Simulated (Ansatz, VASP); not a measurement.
## HfB: VASP beside Ansatz

File INCAR:

```
ALGO     = Normal         # electronic algorithm
EDIFF    = 1E-7           # SCF threshold, eV
ENCUT    = 520            # plane-wave cutoff, eV
GGA      = PS             # functional
ISIF     = 2              # what is computed and relaxed
ISMEAR   = 0              # smearing method
LASPH    = True           # aspherical terms in the spheres
LCHARG   = False          # write CHGCAR
LREAL    = False          # projectors in reciprocal space
LWAVE    = False          # write WAVECAR
NBANDS   = 14             # bands
NELM     = 60             # most SCF steps
PREC     = Accurate       # precision mode
SIGMA    = 0.15           # smearing width, eV
```

File KPOINTS:

```
k-points
0
Gamma
  20 20 20
```

POSCAR

```
HfB
1.0
   -0.5006097101      2.0887508594      2.0887508594
    2.0887508594     -0.5006097101      2.0887508594
    2.0887508594      2.0887508594     -0.5006097101
Hf B
1 1
Direct
    0.5000000000      0.5000000000      0.5000000000
    0.0000000000      0.0000000000      0.0000000000
```

Input for Ansatz:

```yaml
crystal:
  lattice:
    - [-0.5006097101, 2.0887508594, 2.0887508594]
    - [2.0887508594, -0.5006097101, 2.0887508594]
    - [2.0887508594, 2.0887508594, -0.5006097101]
  atoms:
    - { symbol: Hf, position: [0.5, 0.5, 0.5] }
    - { symbol: B, position: [0.0, 0.0, 0.0] }
basis:
  ecutwfc: 420
kpoints:
  mp_grid: { grid: [20, 20, 20] }
hamiltonian:
  xc: pbesol
scf:
  occupations: { method: gaussian, width: 0.15 }
output:
  forces: true
  stress: true
  eigenvalues: true
```

Alike in both runs: task single point; functional PBEsol; k mesh 20 × 20 × 20; occupations gaussian, width 0.15 eV; no spin polarisation.

```csv
,VASP,Ansatz
version,VASP 6.6.1,Ansatz 0.2.0
potentials or method,"VASP PAW PBE potentials, release 64 (Hf_pv, B), cutoff 520 eV","scalar-relativistic, plane waves, PAW"
valence electrons in the cell,13,29
```

|  | VASP | Ansatz | Ansatz less VASP |
| --- | --- | --- | --- |
| gap on the k mesh at the Fermi level (eV) | none | none | - |
| pressure (GPa) | 21.8 | 21.4 | -0.40 |
| traceless stress, the component that is largest in VASP (GPa) | 4.71 | 5.00 | +0.286 |

VASP's potentials were made for PBE, not for PBEsol. A gap of «none» marks a metal or a gap that the smearing closes. VASP's potentials hold 13 valence electrons a cell and Ansatz's 29, so a difference there can come from the potentials and not from the codes.

Spin-orbit coupling is off throughout.
